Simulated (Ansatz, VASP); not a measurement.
# NaCl in VASP and in Ansatz

The input INCAR:

```
PREC     = Accurate       # precision mode
ENCUT    = 520            # plane-wave cutoff, eV
EDIFF    = 1E-7           # SCF threshold, eV
ISMEAR   = -1             # smearing method
SIGMA    = 0.05           # smearing width, eV
LREAL    = F              # projectors in reciprocal space
LASPH    = T              # aspherical terms in the spheres
NELM     = 100            # most SCF steps
ALGO     = Normal         # electronic algorithm
ISIF     = 2              # what is computed and relaxed
LWAVE    = F              # write WAVECAR
LCHARG   = T              # write CHGCAR
GGA      = PS             # functional
LELF     = T              # ELF
LVHAR    = T            
NBANDS   = 14             # bands
```

File KPOINTS:

```
regular mesh
0
Gamma
  6 6 6
```

POSCAR

```
NaCl
1.0
    3.5021900000      0.0000000000      0.0000000000
    0.0000000000      3.5021900000      0.0000000000
    0.0000000000      0.0000000000      3.5021900000
Cl Na
1 1
Direct
    0.5000000000      0.5000000000      0.5000000000
    0.0000000000      0.0000000000      0.0000000000
```

File input.yaml:

```yaml
crystal:
  lattice:
    - [3.50219, 0.0, 0.0]
    - [0.0, 3.50219, 0.0]
    - [0.0, 0.0, 3.50219]
  atoms:
    - { symbol: Cl, position: [0.5, 0.5, 0.5] }
    - { symbol: Na, position: [0.0, 0.0, 0.0] }
kpoints:
  mp_grid: { grid: [6, 6, 6] }
scf:
  occupations: { method: fermi_dirac, width: 0.05 }
hamiltonian:
  xc: pbesol
  pseudopotentials: { kind: all_electron, datasets: crystal }
output:
  forces: true
  stress: true
  eigenvalues: true
```

Alike in both runs: task single point; functional PBEsol; k mesh 6 × 6 × 6; occupations fermi-dirac, width 0.05 eV; no spin polarisation.

|  | VASP | Ansatz |
| --- | --- | --- |
| version | VASP 6.6.1 | Ansatz 0.2.0 |
| potentials or method | VASP PAW PBE potentials, release 64 (Cl, Na_pv), cutoff 520 eV | all-electron PAW datasets made for the crystal |

|  | VASP | Ansatz | Ansatz less VASP |
| --- | --- | --- | --- |
| gap on the k mesh at the Fermi level (eV) | 3.84 | 3.84 | +0.004 |
| least direct gap on the mesh (eV) | 4.34 | 4.34 | +0.004 |
| pressure (GPa) | -1.2 | -1.2 | +0.01 |

VASP's potentials were made for PBE, not for PBEsol. Ansatz ran all-electron here, and VASP with PAW potentials.
